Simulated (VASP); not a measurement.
# NbP (CsCl type) (Pm-3m) in VASP: a series of runs, part 2 of 2

VASP 6.6.1.

**3. Single point, PBE**

This run uses another cell than the first one, of 15.04 Å³/atom, 1.053 times its volume.

INCAR reads:

```
ALGO     = Normal         # electronic algorithm
EDIFF    = 1E-6           # SCF threshold, eV
ENCUT    = 520            # plane-wave cutoff, eV
GGA      = PE             # functional
ISIF     = 2              # what is computed and relaxed
ISMEAR   = -1             # smearing method
LASPH    = T              # aspherical terms in the spheres
LCHARG   = F              # write CHGCAR
LREAL    = F              # projectors in reciprocal space
LWAVE    = F              # write WAVECAR
NBANDS   = 16             # bands
NELM     = 80             # most SCF steps
PREC     = Accurate       # precision mode
SIGMA    = 0.1            # smearing width, eV
```

KPOINTS reads:

```
k-points
0
Gamma
  13 13 13
```

POSCAR reads:

```
NbP
1.0
    3.1100332492      0.0000000000      0.0000000000
    0.0000000000      3.1100332492      0.0000000000
    0.0000000000      0.0000000000      3.1100332492
Nb P
1 1
Direct
    0.0000000000      0.0000000000      0.0000000000
    0.5000000000      0.5000000000      0.5000000000
```

Potentials or basis: VASP PAW PBE potentials, release 64 (Nb_sv, P).

Started as:

```bash
> cat potpaw_PBE.64/Nb_sv/POTCAR potpaw_PBE.64/P/POTCAR > POTCAR
> mpirun -np 1 vasp_std > vasp.out
```

OUTCAR:

```text
EDIFF = 1E-6
   ENCUT = 520
   GGA = PE
   ISIF = 2
   ISMEAR = -1
   LASPH = T
   LREAL = F
   NELM = 80
   PREC = Accurate

 ion  position               nearest neighbor table
   1  0.000  0.000  0.000-   2 2.69   2 2.69   2 2.69   2 2.69   2 2.69   2 2.69   2 2.69   2 2.69

   2  0.500  0.500  0.500-   1 2.69   1 2.69   1 2.69   1 2.69   1 2.69   1 2.69   1 2.69   1 2.69

  LATTYP: Found a simple cubic cell.
 ALAT       =     3.1100332492

  Lattice vectors:
[... 192 lines left out ...]
      5      -1.4598      2.00000
      6       8.8170      2.00000
[... 433 lines left out ...]
      3     -19.3083      2.00000
      4     -18.9586      2.00000
      5       0.9436      2.00000
      6       6.3971      2.00000
[... 8 lines left out ...]
     15      21.0625      0.00000
     16      24.6658      0.00000

 [... further k-points ...]
[... 5 lines left out ...]
  --------------------------------------------------------------------------------------
  -------------------------------------------------------------------------------------
  Total       -0.0617041     -0.0617041     -0.0617041     -0.0000000     -0.0000000     -0.0000000
  in kB       -3.2864680     -3.2864680     -3.2864680     -0.0000000     -0.0000000     -0.0000000
  external PRESSURE =      -3.2864680 kB  Pullay stress =       0.0000000 kB

 VOLUME and BASIS-vectors are now :
 -----------------------------------------------------------------------------
  energy-cutoff  :      520.00
  volume of cell :       30.08
      direct lattice vectors                 reciprocal lattice vectors
     3.110033249  0.000000000  0.000000000     0.321539971  0.000000000  0.000000000
     0.000000000  3.110033249  0.000000000     0.000000000  0.321539971  0.000000000
     0.000000000  0.000000000  3.110033249     0.000000000  0.000000000  0.321539971

 POSITION                                       TOTAL-FORCE (eV/Angst)
 -----------------------------------------------------------------------------------
      0.00000      0.00000      0.00000         0.000000      0.000000      0.000000
      1.55502      1.55502      1.55502         0.000000      0.000000      0.000000
 -----------------------------------------------------------------------------------
    total drift:                               -0.000000      0.000000      0.000000

  FREE ENERGIE OF THE ION-ELECTRON SYSTEM (eV)
  ---------------------------------------------------
  free  energy   TOTEN  =       -16.9542660434 eV

  energy  without entropy=      -16.9128590576  energy(sigma->0) =      -16.93356255
```

OSZICAR:

```text
N       E                     dE             d eps       ncg     rms          rms(c)
DAV:   1     0.136487275728E+03    0.13649E+03   -0.95220E+03  2688   0.112E+03
DAV:   2    -0.120070981474E+02   -0.14849E+03   -0.14232E+03  3400   0.364E+02
DAV:   3    -0.178850051389E+02   -0.58779E+01   -0.57925E+01  4184   0.607E+01
DAV:   4    -0.180869703540E+02   -0.20197E+00   -0.20166E+00  3480   0.108E+01
DAV:   5    -0.180932161740E+02   -0.62458E-02   -0.62450E-02  4272   0.187E+00    0.884E+00
DAV:   6    -0.169755204566E+02    0.11177E+01   -0.31061E+00  4200   0.159E+01    0.341E+00
DAV:   7    -0.169597205608E+02    0.15800E-01   -0.15800E-01  3224   0.323E+00    0.219E+00
DAV:   8    -0.169541570277E+02    0.55635E-02   -0.38881E-02  3904   0.158E+00    0.435E-01
DAV:   9    -0.169540974232E+02    0.59605E-04   -0.41250E-03  3704   0.439E-01    0.192E-01
DAV:  10    -0.169542933626E+02   -0.19594E-03   -0.75459E-04  3568   0.292E-01    0.456E-02
DAV:  11    -0.169542652654E+02    0.28097E-04   -0.82036E-05  3632   0.963E-02    0.257E-02
DAV:  12    -0.169542660434E+02   -0.77798E-06   -0.27205E-06  3368   0.177E-02
   1 F= -.16954266E+02 E0= -.16933563E+02  d E =-.414070E-01
```

stdout:

```text
POSCAR found type information on POSCAR NbP
 POSCAR found :  2 types and       2 ions
 scaLAPACK will be used
 LDA part: xc-table for (Slater+PW92), standard interpolation
 POSCAR, INCAR and KPOINTS ok, starting setup
 FFT: planning ... GRIDC
 FFT: planning ... GRID_SOFT
 FFT: planning ... GRID
 WAVECAR not read
 entering main loop
```

Run time: 16 s. Hardware: 1 thread of Intel Xeon 6975P-C, shared host; peak memory 0.16 GiB.

What came out:

* Free energy: -16.9543 eV
* Pressure: -0.3 GPa
* Band gap on the k mesh: zero (band 9 reaches 15.01 eV, above the bottom of band 10 at 11.60 eV)

**4. Single point, PBE**

This run uses another cell than the first one, of 15.04 Å³/atom, 1.053 times its volume.

INCAR reads:

```
SYSTEM = NbP
PREC     = Accurate       ! precision mode
ENCUT    = 520            ! plane-wave cutoff, eV
EDIFF    = 1E-6           ! SCF threshold, eV
ISMEAR   = -1             ! smearing method
SIGMA    = 0.1            ! smearing width, eV
LREAL    = .FALSE.        ! projectors in reciprocal space
LASPH    = .TRUE.         ! aspherical terms in the spheres
NELM     = 80             ! most SCF steps
ALGO     = Normal         ! electronic algorithm
ISIF     = 2              ! what is computed and relaxed
LWAVE    = .FALSE.        ! write WAVECAR
LCHARG   = .TRUE.         ! write CHGCAR
GGA      = PE             ! functional
LELF     = .TRUE.         ! ELF
LVHAR    = .TRUE.       
NBANDS   = 16             ! bands
```

KPOINTS reads:

```
Automatic mesh
0
G
  13 13 13
  0 0 0
```

POSCAR is that of step 3.

Potentials or basis: VASP PAW PBE potentials, release 64 (Nb_sv, P).

Started as:

```bash
> cat potpaw_PBE.64/Nb_sv/POTCAR potpaw_PBE.64/P/POTCAR > POTCAR
> mpirun -np 1 vasp_std > vasp.out
```

OUTCAR:

```text
SYSTEM = NbP
   PREC = Accurate
   ENCUT = 520
   EDIFF = 1E-6
   ISMEAR = -1
   LREAL = .FALSE.
   LASPH = .TRUE.
   NELM = 80
   ISIF = 2
   GGA = PE

 ion  position               nearest neighbor table
   1  0.000  0.000  0.000-   2 2.69   2 2.69   2 2.69   2 2.69   2 2.69   2 2.69   2 2.69   2 2.69

   2  0.500  0.500  0.500-   1 2.69   1 2.69   1 2.69   1 2.69   1 2.69   1 2.69   1 2.69   1 2.69

  LATTYP: Found a simple cubic cell.
 ALAT       =     3.1100332492

  Lattice vectors:

 A1 = (   3.1100332492,   0.0000000000,   0.0000000000)
 A2 = (   0.0000000000,   3.1100332492,   0.0000000000)
 A3 = (   0.0000000000,   0.0000000000,   3.1100332492)

Analysis of symmetry for initial positions (statically):
=====================================================================
 Subroutine PRICEL returns:
 Original cell was already a primitive cell.

 Routine SETGRP: Setting up the symmetry group for a
 simple cubic supercell.

 Subroutine GETGRP returns: Found 48 space group operations
 (whereof 48 operations were pure point group operations)
 out of a pool of 48 trial point group operations.

The static configuration has the point symmetry O_h .

[... 154 lines left out ...]
  ext. energy  EPLUGINS =         0.00000000
  ---------------------------------------------------
  free energy    TOTEN  =       -16.95426604 eV

  energy without entropy =      -16.91285906  energy(sigma->0) =      -16.93356255

 E-fermi :  12.0519     XC(G=0): -12.4158

 val. band max:       12.0426999352   @ k =   0.4615   0.3077   0.3077
 cond. band min:      12.0520932217   @ k =   0.0769   0.0000   0.0000
 fundamental gap:      0.0093932865
 Fermi energy:        12.0518703819

 k-point     1 :       0.0000    0.0000    0.0000
  band No.  band energies     occupation
      1     -43.1605      2.00000
      2     -19.0308      2.00000
      3     -19.0308      2.00000
      4     -19.0308      2.00000
      5      -1.4598      2.00000
      6       8.8170      2.00000
[... 433 lines left out ...]
      3     -19.3083      2.00000
      4     -18.9586      2.00000
      5       0.9436      2.00000
      6       6.3971      2.00000
[... 8 lines left out ...]
     15      21.0625      0.00000
     16      24.6658      0.00000

 [... further k-points ...]
[... 5 lines left out ...]
  --------------------------------------------------------------------------------------
  -------------------------------------------------------------------------------------
  Total       -0.0617041     -0.0617041     -0.0617041     -0.0000000     -0.0000000     -0.0000000
  in kB       -3.2864680     -3.2864680     -3.2864680     -0.0000000     -0.0000000     -0.0000000
  external PRESSURE =      -3.2864680 kB  Pullay stress =       0.0000000 kB

 VOLUME and BASIS-vectors are now :
 -----------------------------------------------------------------------------
  energy-cutoff  :      520.00
  volume of cell :       30.08
      direct lattice vectors                 reciprocal lattice vectors
     3.110033249  0.000000000  0.000000000     0.321539971  0.000000000  0.000000000
     0.000000000  3.110033249  0.000000000     0.000000000  0.321539971  0.000000000
     0.000000000  0.000000000  3.110033249     0.000000000  0.000000000  0.321539971

 POSITION                                       TOTAL-FORCE (eV/Angst)
 -----------------------------------------------------------------------------------
      0.00000      0.00000      0.00000         0.000000      0.000000      0.000000
      1.55502      1.55502      1.55502         0.000000      0.000000      0.000000
 -----------------------------------------------------------------------------------
    total drift:                               -0.000000      0.000000      0.000000

  FREE ENERGIE OF THE ION-ELECTRON SYSTEM (eV)
  ---------------------------------------------------
  free  energy   TOTEN  =       -16.9542660434 eV

  energy  without entropy=      -16.9128590576  energy(sigma->0) =      -16.93356255
```

stdout:

```text
POSCAR found type information on POSCAR NbP
 POSCAR found :  2 types and       2 ions
 scaLAPACK will be used
 LDA part: xc-table for (Slater+PW92), standard interpolation
 POSCAR, INCAR and KPOINTS ok, starting setup
 FFT: planning ... GRIDC
 FFT: planning ... GRID_SOFT
 FFT: planning ... GRID
 WAVECAR not read
 entering main loop
```

Wall time 18 s (1 thread of Intel Xeon 6975P-C, shared host); peak memory 0.17 GiB.

Results:

```yaml
Free_energy: -16.9543 eV
Pressure: -0.3 GPa
Band_gap_on_the_k_mesh: zero (band 9 reaches 15.01 eV, above the bottom of band 10 at 11.60 eV)
```

Levels at points of the mesh, in eV from the Fermi level:
```tsv
k point	band 7	band 8	band 9	band 10	band 11	band 12
(0.00, 0.00, 0.00)	-3.23	0.11	0.11	0.11	1.86	1.86
```

**5. Single point, PBE**

This run uses another cell than the first one, of 12.78 Å³/atom, 0.895 times its volume.

INCAR reads:

```
SYSTEM = NbP
  PREC = Accurate
  ENCUT = 520
  EDIFF = 1E-6
  ISMEAR = -1
  SIGMA = 0.1
  LREAL = .False.
  LASPH = .True.
  NELM = 100
  ALGO = Normal
  ISIF = 2
  LWAVE = .False.
  LCHARG = .False.
  GGA = PE
  NBANDS = 16
```

KPOINTS reads:

```
regular mesh
0
Gamma
  16 16 16
  0 0 0
```

POSCAR reads:

```
NbP
1.0
    2.9460357136      0.0000000000      0.0000000000
    0.0000000000      2.9460357136      0.0000000000
    0.0000000000      0.0000000000      2.9460357136
Nb P
1 1
Direct
    0.0000000000      0.0000000000      0.0000000000
    0.5000000000      0.5000000000      0.5000000000
```

Started as:

```bash
> cat potpaw_PBE.64/Nb_sv/POTCAR potpaw_PBE.64/P/POTCAR > POTCAR
> mpirun -np 1 vasp_std > vasp.out
```

Wall time 32 s (1 thread of Intel Xeon 6975P-C, shared host); peak memory 0.19 GiB.

The run converged. Its results:

* Free energy: -16.4307 eV
* Pressure: 43.3 GPa
* Band gap on the k mesh: zero (band 9 reaches 18.86 eV, above the bottom of band 10 at 13.89 eV)

Levels at points of the mesh, in eV from the Fermi level:
```tsv
k point	band 6	band 7	band 8	band 9	band 10	band 11	band 12	band 13
(0.00, 0.00, 0.00)	-4.06	-4.06	0.43	0.43	0.43	2.31	2.31	2.31
(0.50, 0.00, 0.00)	-8.43	-2.77	-2.77	-2.51	3.04	4.43	4.58	8.08
(0.50, 0.50, 0.00)	-4.78	-4.78	-3.12	-0.33	-0.33	2.12	3.67	4.95
(0.50, 0.50, 0.50)	-7.64	-7.64	-7.64	4.30	4.30	4.30	5.15	5.15
```

**6. Relaxation of cell and atoms, PBE**

This run uses another cell than the first one, of 11.24 Å³/atom, 0.786 times its volume.

INCAR reads:

```
PREC = Accurate
ENCUT = 600
EDIFF = 1E-6
ISMEAR = -1
SIGMA = 0.1
LREAL = False
LASPH = True
NELM = 60
ALGO = Normal
ISIF = 3
LWAVE = False
LCHARG = False
GGA = PE
IBRION = 2
NSW = 60
EDIFFG = -0.005
```

KPOINTS reads:

```
regular mesh
0
Gamma
  13 13 13
```

POSCAR reads:

```
NbP
1.0
    2.8219220654      0.0000000000      0.0000000000
    0.0000000000      2.8219220654      0.0000000000
    0.0000000000      0.0000000000      2.8219220654
Nb P
1 1
Direct
    0.0000000000      0.0000000000      0.0000000000
    0.5000000000      0.5000000000      0.5000000000
```

Potentials or basis: VASP PAW PBE potentials, release 64 (Nb_sv, P).

Started as:

```bash
> cat potpaw_PBE.64/Nb_sv/POTCAR potpaw_PBE.64/P/POTCAR > POTCAR
> mpirun -np 1 vasp_std > vasp.out
```

It took 90 s on 1 thread of Intel Xeon 6975P-C, shared host; peak memory 0.17 GiB.

The run converged. Its results:

```yaml
Free_energy: -16.9501 eV
Relaxed_volume: 15.01 Å³/atom
Relaxed_cell: a = 3.108 Å, b = 3.108 Å, c = 3.108 Å, α = 90.00°, β = 90.00°, γ = 90.00°
Space_group_after_relaxing_to_0.05_Å: Pm-3m (No. 221)
Energy_gained_by_relaxing: 935.6 meV/atom
Ionic_steps: 8
Pressure_after_relaxing: 0.0 GPa
Band_gap_on_the_k_mesh: zero (band 9 reaches 15.04 eV, above the bottom of band 10 at 11.62 eV)
```

Step by step:
```tsv
step	energy change (eV)	largest force (eV/Å)	pressure (GPa)	volume (Å³)
1	0.0000	0.0000	101.90	22.47
2	2.1245	0.0000	-29.54	54.65
3	-1.8203	0.0000	-9.24	31.70
4	-1.8659	0.0000	-3.18	30.55
5	-1.8711	0.0000	0.12	30.01
6	-1.8707	0.0000	-0.93	30.17
7	-1.8705	0.0000	1.17	29.85
8	-1.8711	0.0000	0.01	30.02
```

Final structure:
```xyz
2
Lattice="3.1081 0.0000 0.0000 0.0000 3.1081 0.0000 0.0000 0.0000 3.1081" Properties=species:S:1:pos:R:3 pbc="T T T"
Nb    0.0000    0.0000    0.0000
P     1.5540    1.5540    1.5540
```

Levels at points of the mesh, in eV from the Fermi level:
```
           k point  band 6  band 7  band 8  band 9  band 10  band 11  band 12  band 13
(0.00, 0.00, 0.00)   -3.24   -3.24    0.11    0.11     0.11     1.86     1.86     1.86
```

Caveat: the volume moved by over 15 % at a fixed basis, so the end points are rough.

**7. The runs side by side**

```tsv
task	cell	k mesh	cutoff (eV)	gap on the mesh (eV)	pressure (GPa)
single point	a = 3.057 Å, 2 atoms	13 × 13 × 13	520	none	10.5
single point	a = 3.110 Å, 2 atoms	13 × 13 × 13	520	none	-0.3
single point	a = 2.946 Å, 2 atoms	16 × 16 × 16	520	none	43.3
relaxation of cell and atoms	relaxed from a = 2.822 Å, 2 atoms	13 × 13 × 13	600	none	0.0
```

Alike in all rows: level PBE; potentials or basis VASP PAW PBE potentials, release 64 (Nb_sv, P); no spin polarisation; smearing fermi-dirac 0.1 eV.

Caveats: the volume moved by over 15 % at a fixed basis, so the end points are rough (some runs).

Total energies depend on the potentials used, so only differences within one code and one set of settings carry meaning.
